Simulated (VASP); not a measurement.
# Cr (P6_3/mmc) in VASP: single point with PBEsol

Aim: the single point of Cr with PBEsol.

Program: VASP 6.6.1. These are calculated values, not measurements. Logs are shortened: lines on timing, memory, paths and dates and some standing lists are left out, and cuts for length are marked.

## (1) The cell of the first run

The structure is hexagonal, space group P6_3/mmc (No. 194). Conventional cell: a = 2.468 Å, b = 2.468 Å, c = 8.696 Å, α = 90.00°, β = 90.00°, γ = 120.00°. Cr (site symmetry -3m) has 12 Cr at 2.47 to 2.60 Å within 3.3 Å. Cr (site symmetry -6m2) has 12 Cr at 2.47 to 2.60 Å within 3.3 Å.

This isn't the form of Cr at room conditions, which is bcc.

## (2) Single point, PBEsol, collinear spin, antiferromagnetic start

Contents of INCAR:

```
  ALGO = Normal
  EDIFF = 1E-7
  ENCUT = 520
  GGA = PS
  ISIF = 2
  ISMEAR = -1
  ISPIN = 2
  LASPH = T
  LCHARG = F
  LMAXMIX = 4
  LORBIT = 11
  LREAL = F
  LWAVE = F
  MAGMOM = 1.5 1.5 -1.5 -1.5
  NBANDS = 36
  NELM = 150
  PREC = Accurate
  SIGMA = 0.05
```

Contents of KPOINTS:

```
k-points
0
Gamma
  19 19 5
```

Contents of POSCAR:

```
Cr
1.0
    2.4682720264      0.0000000000      0.0000000000
   -1.2341360132      2.1375862783      0.0000000000
    0.0000000000      0.0000000000      8.6964412664
Cr
4
Direct
    1.0000000000      0.0000000000      0.0000000000
    0.0000000000      0.0000000000      0.5000000000
    0.3333333333      0.6666666667      0.2500000000
    0.6666666667      0.3333333333      0.7500000000
```

Potentials or basis: VASP PAW PBE potentials, release 64 (Cr_pv).

The run is started by

```
> cat potpaw_PBE.64/Cr_pv/POTCAR > POTCAR
> mpirun -np 1 vasp_std > vasp.out
```

OUTCAR:

```text
EDIFF = 1E-7
   ENCUT = 520
   GGA = PS
   ISIF = 2
   ISMEAR = -1
   ISPIN = 2
   LASPH = T
   LORBIT = 11
   LREAL = F
   NELM = 150
   PREC = Accurate

 ion  position               nearest neighbor table
   1  0.000  0.000  0.000-   3 2.60   4 2.60   3 2.60   4 2.60   4 2.60   3 2.60
   2  0.000  0.000  0.500-   3 2.60   4 2.60   3 2.60   4 2.60   4 2.60   3 2.60
   3  0.333  0.667  0.250-   1 2.60   2 2.60   1 2.60   2 2.60   1 2.60   2 2.60
   4  0.667  0.333  0.750-   1 2.60   2 2.60   1 2.60   2 2.60   1 2.60   2 2.60

  LATTYP: Found a hexagonal cell.
 ALAT       =     2.4682720264
 C/A-ratio  =     3.5232912634

  Lattice vectors:

 A1 = (   2.4682720264,   0.0000000000,   0.0000000000)
 A2 = (  -1.2341360132,   2.1375862783,   0.0000000000)
 A3 = (   0.0000000000,   0.0000000000,   8.6964412664)

Analysis of symmetry for initial positions (statically):
=====================================================================
 Subroutine PRICEL returns:
 Original cell was already a primitive cell.

 Routine SETGRP: Setting up the symmetry group for a
 hexagonal supercell.

 Subroutine GETGRP returns: Found 24 space group operations
 (whereof 12 operations were pure point group operations)
 out of a pool of 24 trial point group operations.

The static configuration has the point symmetry D_3d.
 The point group associated with its full space group is D_6h.

Analysis of symmetry for dynamics (positions and initial velocities):
=====================================================================
 Subroutine PRICEL returns:
 Original cell was already a primitive cell.

 Routine SETGRP: Setting up the symmetry group for a
 hexagonal supercell.

 Subroutine GETGRP returns: Found 24 space group operations
 (whereof 12 operations were pure point group operations)
 out of a pool of 24 trial point group operations.

The dynamic configuration has the point symmetry D_3d.
 The point group associated with its full space group is D_6h.

Analysis of structural, dynamic, and magnetic symmetry:
=====================================================================
 Subroutine PRICEL returns:
 Original cell was already a primitive cell.

 Routine SETGRP: Setting up the symmetry group for a
 hexagonal supercell.

 Subroutine GETGRP returns: Found 24 space group operations
 (whereof 12 operations were pure point group operations)
 out of a pool of 24 trial point group operations.

The overall configuration has the point symmetry D_3d.
 The point group associated with its full space group is D_6h.

 Subroutine INISYM returns: Found 24 space group operations
 (whereof 12 operations are pure point group operations),
 and found     1 'primitive' translations

----------------------------------------------------------------------------------------

                                     Primitive cell

  volume of cell :      45.8837

  direct lattice vectors                    reciprocal lattice vectors
     2.468272026  0.000000000  0.000000000     0.405141730  0.233908687  0.000000000
    -1.234136013  2.137586278  0.000000000     0.000000000  0.467817374  0.000000000
     0.000000000  0.000000000  8.696441266     0.000000000  0.000000000  0.114989565

  length of vectors
     2.468272026  2.468272026  8.696441266     0.467817374  0.467817374  0.114989565

  position of ions in fractional coordinates (direct lattice)
     0.000000000  0.000000000  0.000000000
     0.000000000  0.000000000  0.500000000
     0.333333333  0.666666667  0.250000000
     0.666666667  0.333333333  0.750000000

  ion indices of the primitive-cell ions
   primitive index   ion index
                 1           1
                 2           2
                 3           3
                 4           4

----------------------------------------------------------------------------------------

 KPOINTS: k-points

Automatic generation of k-mesh.
 Grid dimensions read from file:
 generate k-points for:   19   19    5

 Generating k-lattice:

  Cartesian coordinates                     Fractional coordinates (reciprocal lattice)
     0.021323249  0.012310984  0.000000000     0.052631579  0.000000000  0.000000000
     0.000000000  0.024621967  0.000000000     0.000000000  0.052631579  0.000000000
     0.000000000  0.000000000  0.022997913     0.000000000  0.000000000  0.200000000

  Length of vectors
     0.024621967  0.024621967  0.022997913

  Shift w.r.t. Gamma in fractional coordinates (k-lattice)
     0.000000000  0.000000000  0.000000000

 Subroutine IBZKPT returns following result:
 ===========================================

 Found    120 irreducible k-points:

 Following reciprocal coordinates:
            Coordinates               Weight
  0.000000  0.000000  0.000000      1.000000
  0.052632  0.000000  0.000000      6.000000
  0.105263  0.000000  0.000000      6.000000
  0.157895  0.000000  0.000000      6.000000
  0.210526  0.000000  0.000000      6.000000
  0.263158  0.000000  0.000000      6.000000
[... 16 lines left out ...]
  0.263158  0.105263  0.000000     12.000000
  0.315789  0.105263  0.000000     12.000000
 [... further k-points ...]
   k-points           NKPTS =    120   k-points in BZ     NKDIM =    120   number of bands    NBANDS=     36
   number of dos      NEDOS =    301   number of ions     NIONS =      4
   total plane-waves  NPLWV =  22680
   dimension x,y,z NGX =    18 NGY =   18 NGZ =   70
   dimension x,y,z NGXF=    36 NGYF=   36 NGZF=  140
   ions per type =               4
   NGX,Y,Z   is equivalent  to a cutoff of  12.12, 12.12, 13.38 a.u.
   NGXF,Y,Z  is equivalent  to a cutoff of  24.25, 24.25, 26.76 a.u.
 SYSTEM =  unknown system
   PREC   = accura    normal or accurate (medium, high low for compatibility)
   ISTART =      0    job   : 0-new  1-cont  2-samecut
   ICHARG =      2    charge: 1-file 2-atom 10-const
   ISPIN  =      2    spin polarized calculation?
   LNONCOLLINEAR =      F non collinear calculations
   LSORBIT =      F    spin-orbit coupling
   LASPH  =      T    aspherical Exc in radial PAW
   ENCUT  =  520.0 eV  38.22 Ry    6.18 a.u.   4.59  4.59 16.17*2*pi/ulx,y,z
   NELM   =    150;   NELMIN=  2; NELMDL= -5     # of ELM steps
   EDIFF  = 0.1E-06   stopping-criterion for ELM
   LREAL  =      F    real-space projection
   EDIFFG = 0.1E-05   stopping-criterion for IOM
   NSW    =      0    number of steps for IOM
   IBRION =     -1    ionic relax: 0-MD 1-quasi-New 2-CG
   NFREE  =      0    steps in history (QN), initial steepest desc. (CG)
   ISIF   =      2    stress and relaxation
   ISYM   =      2    0-nonsym 1-usesym 2-fastsym
   POTIM  = 0.5000    time-step for ionic-motion
   TEBEG  =    0.0;   TEEND  =   0.0 temperature during run
   PSTRESS=    0.0 pullay stress
   NELECT =      48.0000    total number of electrons
   NUPDOWN=      -1.0000    fix difference up-down
   EMIN   =  10.00;   EMAX   =-10.00  energy-range for DOS
   EFERMI =   0.00;   METHOD = LEGACY
   ISMEAR =    -1;   SIGMA  =   0.05  broadening in eV -4-tet -1-fermi 0-gaus
   EFERMI_NEDOS =   21; number of points for ismear=-14 and -15
   IALGO  =     38    algorithm
   IMIX   =      4    mixing-type and parameters
     AMIX     =   0.40;   BMIX     =  1.00
     AMIX_MAG =   1.60;   BMIX_MAG =  1.00
  volume/ion in A,a.u.               =      11.47        77.41
  Fermi-wavevector in a.u.,A,eV,Ry     =   1.661891  3.140518 37.577675  2.761881
  Thomas-Fermi vector in A             =   2.748876
   LORBIT       =     11    0 simple, 1 ext, 2 COOP (PROOUT), +10 PAW based schemes
   GGA     = PS    functional components
   LHFCALC =     F    Hartree Fock is set to
   AEXX    =    0.0000 exact exchange contribution
   IVDW    =     0    specifies the selected vdW correction
   LEPSILON=     F    determine dielectric tensor
   LRPA    =     F    only Hartree local field effects (RPA)
 spin polarized calculation
  energy-cutoff  :      520.00
  volume of cell :       45.88
 maximum number of plane-waves:      1256
   NGX =  9   NGY =  9   NGZ = 33

 number of electron      48.0000003 magnetization      -0.0026959

 number of electron      48.0000003 magnetization       0.0000911

 Free energy of the ion-electron system (eV)
  ---------------------------------------------------
  ext. energy  EPLUGINS =         0.00000000
  ---------------------------------------------------
  free energy    TOTEN  =       -39.36464587 eV

  energy without entropy =      -39.31330443  energy(sigma->0) =      -39.33897515

 E-fermi :  10.7296     XC(G=0): -13.8558

 val. band max:       10.7289523074   @ k =   0.2632   0.0000   0.2000
 cond. band min:      10.7344201323   @ k =   0.3158   0.1053   0.4000
 fundamental gap:      0.0054678249
 Fermi energy:        10.7296402505

 spin component 1

 k-point     1 :       0.0000    0.0000    0.0000
  band No.  band energies     occupation
      1     -32.4186      1.00000
      2     -32.0330      1.00000
      3     -32.0236      1.00000
      4     -31.6229      1.00000
      5     -31.5059      1.00000
      6     -31.5059      1.00000
[... 28 lines left out ...]
     35      13.1268      0.00000
     36      13.1268      0.00000
[... 866 lines left out ...]
      6     -31.8426      1.00000
[... 28 lines left out ...]
     35      14.3783      0.00000
     36      18.2194      0.00000

 [... further k-points ...]

 spin component 2

 k-point     1 :       0.0000    0.0000    0.0000
  band No.  band energies     occupation
      1     -32.4186      1.00000
      2     -32.0330      1.00000
      3     -32.0235      1.00000
      4     -31.6229      1.00000
      5     -31.5059      1.00000
      6     -31.5059      1.00000
[... 28 lines left out ...]
     35      13.1268      0.00000
     36      13.1268      0.00000
[... 866 lines left out ...]
      6     -31.8426      1.00000
[... 28 lines left out ...]
     35      14.3784      0.00000
     36      18.2058      0.00000

 [... further k-points ...]

------------------------ aborting loop because EDIFF is reached ----------------------------------------

  FORCE on cell =-STRESS in cart. coord.  units (eV):
  Direction    XX          YY          ZZ          XY          YZ          ZX
  --------------------------------------------------------------------------------------
  -------------------------------------------------------------------------------------
  Total       -0.1276924     -0.1276924     -0.1100453      0.0000000     -0.0000000     -0.0000000
  in kB       -4.4587948     -4.4587948     -3.8425866      0.0000000     -0.0000000     -0.0000000
  external PRESSURE =      -4.2533921 kB  Pullay stress =       0.0000000 kB

 VOLUME and BASIS-vectors are now :
 -----------------------------------------------------------------------------
  energy-cutoff  :      520.00
  volume of cell :       45.88
      direct lattice vectors                 reciprocal lattice vectors
     2.468272026  0.000000000  0.000000000     0.405141730  0.233908687  0.000000000
    -1.234136013  2.137586278  0.000000000     0.000000000  0.467817374  0.000000000
     0.000000000  0.000000000  8.696441266     0.000000000  0.000000000  0.114989565

 POSITION                                       TOTAL-FORCE (eV/Angst)
 -----------------------------------------------------------------------------------
      0.00000      0.00000      0.00000         0.000000      0.000000      0.000000
      0.00000      0.00000      4.34822        -0.000000      0.000000      0.000000
     -0.00000      1.42506      2.17411         0.000000      0.000000     -0.000000
      1.23414      0.71253      6.52233        -0.000000     -0.000000      0.000000
 -----------------------------------------------------------------------------------
    total drift:                                0.000000     -0.000000      0.000000

  FREE ENERGIE OF THE ION-ELECTRON SYSTEM (eV)
  ---------------------------------------------------
  free  energy   TOTEN  =       -39.3646458717 eV

  energy  without entropy=      -39.3133044298  energy(sigma->0) =      -39.33897515

 total charge

# of ion       s       p       d       tot
------------------------------------------
    1        0.445   6.397   4.253  11.095
    2        0.445   6.397   4.253  11.095
    3        0.445   6.398   4.248  11.091
    4        0.445   6.398   4.248  11.091
--------------------------------------------------
tot          1.781  25.589  17.003  44.373

 magnetization (x)

# of ion       s       p       d       tot
------------------------------------------
    1       -0.000   0.000   0.000   0.000
    2       -0.000   0.000   0.000   0.000
    3       -0.000   0.000   0.000   0.000
    4       -0.000   0.000   0.000   0.000
--------------------------------------------------
tot         -0.000   0.000   0.000   0.000
```

Run time: 4.1 min. Hardware: 1 thread of Intel Xeon 6975P-C (Granite Rapids), shared host; peak memory 0.36 GiB.

Results:

```
Free energy                                           : -39.3646 eV
Pressure                                              : -0.4 GPa
Band gap on the k mesh                                : zero (filled and empty bands overlap)
Net moment                                            : 0.00 μB per cell
Valence electrons inside the program's atomic spheres : Cr 11.10, 11.09 (each value once)
```

Caveat: the moments typed at the start vanished in this run; the PAW data sets were made with another functional, which shifts forces and pressure a little.
